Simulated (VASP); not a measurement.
Input of a VASP 6.6.1 run:

File INCAR:

```
ALGO = Normal
EDIFF = 1E-6
EDIFFG = -0.01
ENCUT = 600
GGA = PE
IBRION = 2
ISIF = 3
ISMEAR = -1
LASPH = True
LCHARG = False
LREAL = False
LWAVE = False
NELM = 100
NSW = 60
PREC = Accurate
PSTRESS = 200.0
SIGMA = 0.05
```

The input KPOINTS:

```
k-points
0
Gamma
  8 8 5
```

File POSCAR:

```
Cd2S
1.0
    3.9626700490      0.0000000000      0.0000000000
   -1.9813350245      3.4317729293      0.0000000000
    0.0000000000      0.0000000000      5.8091920000
Cd S
2 1
Direct
    0.3333333333      0.6666666667      0.9327170000
    0.6666666667      0.3333333333      0.5787350000
    0.3333333333      0.6666666667      0.3657050000
```

Potentials or basis: VASP PAW PBE potentials, release 64 (Cd, S).

Launch:

```bash
$ cat potpaw_PBE.64/Cd/POTCAR potpaw_PBE.64/S/POTCAR > POTCAR
$ mpirun -np 1 vasp_std > vasp.out
```

Q: Predict the band gap on the k mesh.

A: Zero (band 15 reaches 4.11 eV, above the bottom of band 16 at 3.57 eV).

Q: Predict the space group after relaxing (to 0.05 Å).

A: P3m1 (No. 156).

Q: Estimate the relaxed volume.

A: 19.28 Å³/atom.

Forces on the atoms (eV/Å):
```
Cd   0.000  0.000  0.001
Cd   0.000  0.000  0.004
S    0.000  0.000 -0.005
```

Caveat: the cell is relaxed towards a set pressure, so the enthalpy falls and the energy may rise; the volume moved by over 15 % at a fixed basis, so the end points are rough.
